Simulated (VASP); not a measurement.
# AlNi3 in VASP: a series of runs, part 2 of 3

VASP 6.6.1. Earlier steps stand in the parts before.

## 3. Single point, PBE+D4, collinear spin, ferromagnetic start

This run uses another cell than the first one, of 10.99 Å³/atom.

Contents of INCAR:

```
ALGO     = Fast           # electronic algorithm
EDIFF    = 1E-6           # SCF threshold, eV
ENCUT    = 520            # plane-wave cutoff, eV
GGA      = PE             # functional
ISIF     = 2              # what is computed and relaxed
ISMEAR   = -1             # smearing method
ISPIN    = 2              # spin polarisation
IVDW     = 13             # dispersion correction
LASPH    = T              # aspherical terms in the spheres
LCHARG   = F              # write CHGCAR
LMAXMIX  = 4              # l up to which the mixer works
LORBIT   = 11             # projections on sites
LREAL    = F              # projectors in reciprocal space
LWAVE    = F              # write WAVECAR
MAGMOM   = 1 1 1 0        # initial moments
NBANDS   = 28             # bands
NELM     = 150            # most SCF steps
PREC     = Accurate       # precision mode
SIGMA    = 0.05           # smearing width, eV
```

Contents of KPOINTS:

```
k-points
0
Gamma
  8 8 8
```

Contents of POSCAR:

```
AlNi3
1.0
    3.5289025299      0.0000000000      0.0000000000
    0.0000000000      3.5289025299      0.0000000000
    0.0000000000      0.0000000000      3.5289025299
Ni Al
3 1
Direct
    0.5000000000      0.5000000000      0.0000000000
    0.5000000000      0.0000000000      0.5000000000
    0.0000000000      0.5000000000      0.5000000000
    0.0000000000      0.0000000000      0.0000000000
```

Potentials or basis: VASP PAW PBE potentials, release 64 (Ni, Al).

Launch:

```sh
> cat potpaw_PBE.64/Ni/POTCAR potpaw_PBE.64/Al/POTCAR > POTCAR
> mpirun -np 1 vasp_std > vasp.out
```

OUTCAR:

```text
EDIFF = 1E-6
   ENCUT = 520
   GGA = PE
   ISIF = 2
   ISMEAR = -1
   ISPIN = 2
   IVDW = 13
   LASPH = T
   LORBIT = 11
   LREAL = F
   NELM = 150
   PREC = Accurate

 ion  position               nearest neighbor table
   1  0.500  0.500  0.000-   2 2.50   3 2.50   4 2.50   2 2.50   3 2.50   2 2.50   4 2.50   2 2.50
                             3 2.50   4 2.50   3 2.50   4 2.50
   2  0.500  0.000  0.500-   1 2.50   3 2.50   4 2.50   1 2.50   4 2.50   1 2.50   3 2.50   1 2.50
                             3 2.50   4 2.50   4 2.50   3 2.50
   3  0.000  0.500  0.500-   1 2.50   2 2.50   4 2.50   1 2.50   4 2.50   2 2.50   4 2.50   4 2.50
[... 1729 lines left out ...]
     0.000000000  3.528902530  0.000000000     0.000000000  0.283374219  0.000000000
     0.000000000  0.000000000  3.528902530     0.000000000  0.000000000  0.283374219

 POSITION                                       TOTAL-FORCE (eV/Angst)
 -----------------------------------------------------------------------------------
      1.76445      1.76445      0.00000         0.000000      0.000000      0.000000
      1.76445      0.00000      1.76445         0.000000      0.000000      0.000000
      0.00000      1.76445      1.76445         0.000000      0.000000      0.000000
      0.00000      0.00000      0.00000         0.000000      0.000000      0.000000
 -----------------------------------------------------------------------------------
    total drift:                                0.000000      0.000000      0.000000

  FREE ENERGIE OF THE ION-ELECTRON SYSTEM (eV)
  ---------------------------------------------------
  free  energy   TOTEN  =       -23.7356900251 eV

  energy  without entropy=      -23.7057028491  energy(sigma->0) =      -23.72069644

 total charge

# of ion       s       p       d       tot
------------------------------------------
    1        0.505   0.540   8.394   9.439
    2        0.505   0.540   8.394   9.439
    3        0.505   0.540   8.394   9.439
    4        0.412   0.403   0.000   0.815
--------------------------------------------------
tot          1.926   2.025  25.181  29.131

 magnetization (x)

# of ion       s       p       d       tot
------------------------------------------
    1       -0.003  -0.009   0.250   0.238
    2       -0.003  -0.009   0.250   0.238
    3       -0.003  -0.009   0.250   0.238
    4       -0.000  -0.007   0.000  -0.008
--------------------------------------------------
tot         -0.009  -0.033   0.750   0.707
```

It took 1.9 min on 1 thread of Intel Xeon Platinum 8259CL at 2.50GHz (Skylake/Cascade Lake), shared host; peak memory 0.21 GiB.

What came out:

| Property | Result |
| --- | --- |
| Free energy | -23.7357 eV |
| Pressure | 0.0 GPa |
| Net moment | 0.67 μB per cell |
| Site moments | Ni +0.24; Al -0.01 μB |
| Valence electrons inside the program's atomic spheres | Ni 9.44; Al 0.81 |
| Dispersion energy per atom | -0.464 eV |

Levels at points of the mesh, in eV from the Fermi level:
Spin up:
```tsv
k point	band 13	band 14	band 15	band 16	band 17	band 18	band 19	band 20	band 21	band 22
(0.00, 0.00, 0.00)	-0.25	-0.06	-0.06	-0.06	0.88	0.88	0.88	6.70	6.70	7.53
(0.50, 0.00, 0.00)	-1.24	-1.19	-1.06	-0.51	-0.06	5.63	5.63	5.67	5.67	6.53
(0.50, 0.50, 0.00)	-1.33	-1.22	-0.99	-0.98	-0.59	0.88	0.88	8.29	8.29	8.33
(0.50, 0.50, 0.50)	-1.32	-1.09	-1.09	-0.24	-0.24	-0.24	-0.20	3.54	4.15	4.15
```
Spin down:
| k point | band 13 | band 14 | band 15 | band 16 | band 17 | band 18 | band 19 | band 20 |
| --- | --- | --- | --- | --- | --- | --- | --- | --- |
| (0.00, 0.00, 0.00) | 0.01 | 0.35 | 0.35 | 0.35 | 0.85 | 0.85 | 0.85 | 6.79 |
| (0.50, 0.00, 0.00) | -0.95 | -0.95 | -0.84 | -0.33 | 0.35 | 5.68 | 5.68 | 5.72 |
| (0.50, 0.50, 0.00) | -1.16 | -1.11 | -0.81 | -0.61 | -0.46 | 1.15 | 1.15 | 8.33 |
| (0.50, 0.50, 0.50) | -1.19 | -0.92 | -0.92 | -0.22 | 0.11 | 0.11 | 0.11 | 3.63 |

## 4. Relaxation of cell and atoms, PBE+D4, collinear spin, ferromagnetic start

This run uses another cell than the first one, of 10.93 Å³/atom.

Contents of INCAR:

```
PREC     = Accurate       # precision mode
ENCUT    = 600            # plane-wave cutoff, eV
EDIFF    = 1E-6           # SCF threshold, eV
ISMEAR   = -1             # smearing method
SIGMA    = 0.05           # smearing width, eV
LREAL    = F              # projectors in reciprocal space
LASPH    = T              # aspherical terms in the spheres
NELM     = 150            # most SCF steps
ALGO     = Fast           # electronic algorithm
ISIF     = 3              # what is computed and relaxed
LWAVE    = F              # write WAVECAR
LCHARG   = F              # write CHGCAR
ISPIN    = 2              # spin polarisation
MAGMOM   = 1 1 1 0        # initial moments
LORBIT   = 11             # projections on sites
LMAXMIX  = 4              # l up to which the mixer works
GGA      = PE             # functional
IVDW     = 13             # dispersion correction
IBRION   = 2              # ionic algorithm
NSW      = 60             # ionic steps
EDIFFG   = -0.01          # ionic threshold
```

Contents of KPOINTS:

```
regular mesh
0
Gamma
  8 8 8
```

Contents of POSCAR:

```
AlNi3
1.0
    3.5230547267      0.0000000000      0.0000000000
    0.0000000000      3.5230547267      0.0000000000
    0.0000000000      0.0000000000      3.5230547267
Ni Al
3 1
Direct
    0.5000000000      0.5000000000      0.0000000000
    0.5000000000      0.0000000000      0.5000000000
    0.0000000000      0.5000000000      0.5000000000
    0.0000000000      0.0000000000      0.0000000000
```

Launch:

```sh
> cat potpaw_PBE.64/Ni/POTCAR potpaw_PBE.64/Al/POTCAR > POTCAR
> mpirun -np 1 vasp_std > vasp.out
```

Wall time 3.2 min (1 thread of Intel Xeon Platinum 8259CL at 2.50GHz (Skylake/Cascade Lake), shared host); peak memory 0.21 GiB.

It converged, with:

```
Free energy                                           : -23.7348 eV
Relaxed volume                                        : 10.98 Å³/atom
Relaxed cell                                          : a = 3.528 Å, b = 3.528 Å, c = 3.528 Å, α = 90.00°, β = 90.00°, γ = 90.00°
Space group after relaxing (to 0.1 Å)                 : Pm-3m (No. 221)
Energy gained by relaxing                             : 0.1 meV/atom
Ionic steps                                           : 3
Pressure after relaxing                               : 0.1 GPa
Net moment                                            : 0.67 μB per cell
Site moments                                          : Ni +0.24; Al -0.01 μB
Valence electrons inside the program's atomic spheres : Ni 9.44; Al 0.81
Dispersion energy per atom                            : -0.464 eV
```

The path:
```csv
step,energy change (eV),largest force (eV/Å),pressure (GPa),volume (Å³)
1,0.0000,0.0000,0.85,43.73
2,-0.0001,0.0000,-0.79,44.10
3,-0.0005,0.0000,0.06,43.93
```

Final structure:
```xyz
4
Lattice="3.5284 0.0000 0.0000 0.0000 3.5284 0.0000 0.0000 0.0000 3.5284" Properties=species:S:1:pos:R:3 pbc="T T T"
Ni    1.7642    1.7642    0.0000
Ni    1.7642    0.0000    1.7642
Ni    0.0000    1.7642    1.7642
Al    0.0000    0.0000    0.0000
```

Levels at points of the mesh, in eV from the Fermi level:
Spin up:
```
           k point  band 15  band 16  band 17  band 18  band 19  band 20
(0.00, 0.00, 0.00)    -0.06    -0.06     0.88     0.88     0.88     6.70
(0.50, 0.00, 0.00)    -1.06    -0.51    -0.06     5.63     5.63     5.67
(0.50, 0.50, 0.00)    -0.99    -0.98    -0.59     0.88     0.88     8.29
(0.50, 0.50, 0.50)    -1.09    -0.24    -0.24    -0.24    -0.20     3.54
```
Spin down:
| k point | band 14 | band 15 | band 16 | band 17 | band 18 | band 19 |
| --- | --- | --- | --- | --- | --- | --- |
| (0.00, 0.00, 0.00) | 0.35 | 0.35 | 0.35 | 0.85 | 0.85 | 0.85 |
| (0.50, 0.00, 0.00) | -0.95 | -0.84 | -0.33 | 0.35 | 5.68 | 5.68 |
| (0.50, 0.50, 0.00) | -1.11 | -0.81 | -0.61 | -0.46 | 1.16 | 1.16 |
| (0.50, 0.50, 0.50) | -0.92 | -0.92 | -0.22 | 0.11 | 0.11 | 0.11 |

## 5. Relaxation of cell and atoms, PBEsol+D3(BJ), collinear spin, ferromagnetic start

This run uses another cell than the first one, of 10.93 Å³/atom.

Contents of INCAR:

```
SYSTEM = AlNi3
ALGO     = Normal         ! electronic algorithm
EDIFF    = 1E-6           ! SCF threshold, eV
EDIFFG   = -0.01          ! ionic threshold
ENCUT    = 600            ! plane-wave cutoff, eV
GGA      = PS             ! functional
IBRION   = 2              ! ionic algorithm
ISIF     = 3              ! what is computed and relaxed
ISMEAR   = -1             ! smearing method
ISPIN    = 2              ! spin polarisation
IVDW     = 12             ! dispersion correction
LASPH    = .TRUE.         ! aspherical terms in the spheres
LCHARG   = .FALSE.        ! write CHGCAR
LMAXMIX  = 4              ! l up to which the mixer works
LORBIT   = 11             ! projections on sites
LREAL    = .FALSE.        ! projectors in reciprocal space
LWAVE    = .FALSE.        ! write WAVECAR
MAGMOM   = 1 1 1 0        ! initial moments
NELM     = 150            ! most SCF steps
NSW      = 60             ! ionic steps
PREC     = Accurate       ! precision mode
SIGMA    = 0.05           ! smearing width, eV
```

Contents of KPOINTS:

```
k-points
0
G
  8 8 8
  0 0 0
```

POSCAR is that of step 4.

Launch:

```sh
> cat potpaw_PBE.64/Ni/POTCAR potpaw_PBE.64/Al/POTCAR > POTCAR
> mpirun -np 1 vasp_std > vasp.out
```

It took 3.1 min on 1 thread of Intel Xeon Platinum 8259CL at 2.50GHz (Skylake/Cascade Lake), shared host; peak memory 0.22 GiB.

Results (log left out):

- Free energy: -26.0571 eV
- Relaxed volume: 10.56 Å³/atom
- Relaxed cell: a = 3.483 Å, b = 3.483 Å, c = 3.483 Å, α = 90.00°, β = 90.00°, γ = 90.00°
- Space group after relaxing (to 0.1 Å): Pm-3m (No. 221)
- Energy gained by relaxing: 8.3 meV/atom
- Ionic steps: 3
- Pressure after relaxing: 0.0 GPa
- Net moment: 0.58 μB per cell
- Site moments: Ni +0.20; Al -0.01 μB
- Valence electrons inside the program's atomic spheres: Ni 9.52; Al 0.83
- Dispersion energy per atom: -0.445 eV

Step by step:
| step | energy change (eV) | largest force (eV/Å) | pressure (GPa) | volume (Å³) |
| --- | --- | --- | --- | --- |
| 1 | 0.0000 | 0.0000 | -6.98 | 43.73 |
| 2 | 0.0032 | 0.0000 | 8.27 | 40.78 |
| 3 | -0.0334 | 0.0000 | -0.02 | 42.25 |

Final structure:
```
Ni Al
1.0
     3.48296    0.00000    0.00000
     0.00000    3.48296    0.00000
     0.00000    0.00000    3.48296
Ni Al
3 1
Cartesian
  1.7415 1.7415 0.0000
  1.7415 0.0000 1.7415
  0.0000 1.7415 1.7415
  0.0000 0.0000 0.0000
```

Levels at points of the mesh, in eV from the Fermi level:
Spin up:
```csv
k point,band 15,band 16,band 17,band 18,band 19,band 20
"(0.00, 0.00, 0.00)",0.01,0.01,0.88,0.88,0.88,6.94
"(0.50, 0.00, 0.00)",-1.08,-0.48,0.01,5.79,5.79,5.87
"(0.50, 0.50, 0.00)",-0.99,-0.99,-0.59,0.99,0.99,8.48
"(0.50, 0.50, 0.50)",-1.11,-0.31,-0.19,-0.19,-0.19,3.87
```
Spin down:
```
           k point  band 13  band 14  band 15  band 16  band 17  band 18  band 19  band 20
(0.00, 0.00, 0.00)     0.01     0.34     0.34     0.34     0.86     0.86     0.86     7.02
(0.50, 0.00, 0.00)    -1.03    -1.03    -0.89    -0.32     0.34     5.83     5.83     5.91
(0.50, 0.50, 0.00)    -1.21    -1.15    -0.84    -0.68    -0.47     1.21     1.21     8.52
(0.50, 0.50, 0.50)    -1.23    -0.96    -0.96    -0.31     0.10     0.10     0.10     3.95
```

Caveat: the PAW data sets were made with another functional, which shifts forces and pressure a little.

[end of part 2 of 3]
